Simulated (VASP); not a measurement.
Set up this calculation in VASP 6.6.1, as the native input.

```
Task                   : single point
Functional             : PBE
Potentials or basis    : VASP PAW PBE potentials, release 64 (Al, Pt)
Cutoff                 : 520 eV
k mesh                 : 6 × 6 × 2
Occupations            : gaussian, width 0.1 eV
Spin                   : no spin polarisation
Dipole correction      : no
Further INCAR settings : ALGO = Normal; EDIFF = 1e-06; NBANDS = 19
```

The structure of Al4Pt lies in POSCAR:

```
Al4Pt
1.0
    2.8805833666      0.0000000028      0.0000000000
   -1.4402916858      2.4946583718      0.0000000000
    0.0000000000      0.0000000000     11.2708086785
Al Pt
4 1
Direct
    0.3333333333      0.6666666667      0.8164129386
    0.3333333333      0.6666666667      0.3895006779
    0.6666666667      0.3333333333      0.1835870614
    0.6666666667      0.3333333333      0.6104993221
    0.0000000000      0.0000000000      0.0000000000
```

The input as run:

INCAR

```
SYSTEM = Al4Pt
  PREC = Accurate
  ENCUT = 520
  EDIFF = 1E-6
  ISMEAR = 0
  SIGMA = 0.1
  LREAL = .FALSE.
  LASPH = .TRUE.
  NELM = 60
  ALGO = Normal
  ISIF = 2
  LWAVE = .FALSE.
  LCHARG = .FALSE.
  GGA = PE
  NBANDS = 19
```

KPOINTS

```
Automatic mesh
0
G
  6 6 2
  0 0 0
```

Potentials or basis: VASP PAW PBE potentials, release 64 (Al, Pt).

Launch:

```bash
$ cat potpaw_PBE.64/Al/POTCAR potpaw_PBE.64/Pt/POTCAR > POTCAR
$ mpirun -np 1 vasp_std > vasp.out
```

Results of the run:

```yaml
Pressure: 0.0 GPa
Largest_force: 0.005 eV/Å
Band_gap_on_the_k_mesh: zero (band 11 reaches 10.34 eV, above the bottom of band 12 at 7.92 eV)
```

Caveat: the k points lie up to 0.42 Å⁻¹ apart; spin-orbit coupling is left out, which moves the levels of the heavy elements.

Run time: 11 s on 1 thread of Intel(R) Xeon(R) 6975P-C (Granite Rapids) (shared host), peak memory 0.2 GiB.
